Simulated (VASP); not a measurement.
Runs of VASP 6.6.1 on Sc. The structure is that of space group Pm-3m (No. 221), or close to it. The cells are those of the table. 

```csv
cell,k mesh,gap on the mesh (eV),pressure (GPa),moment (μB)
"a = 2.848 Å, 1 atom",17 × 17 × 17,none,5.9,0.91
"a = 2.932 Å, 1 atom",17 × 17 × 17,none,1.8,0.93
"a = 2.891 Å, 1 atom",17 × 17 × 17,none,3.7,0.92
"a = 2.972 Å, 1 atom",10 × 10 × 10,none,(b),0.93
"a = 2.972 Å, 1 atom",17 × 17 × 17,none,(a),0.93
```

Alike in all rows: task single point; level r2SCAN; potentials or basis VASP PAW PBE potentials, release 64 (Sc_sv); spin collinear, ferromagnetic start; cutoff (eV) 520; smearing fermi-dirac 0.05 eV.

Task: Fill in the values left out.

Result: (a) 0.3; (b) 0.1.

Caveats: the PAW data sets were made with another functional, which shifts forces and pressure a little.

A gap of «none» marks levels without a gap at the run's occupations.
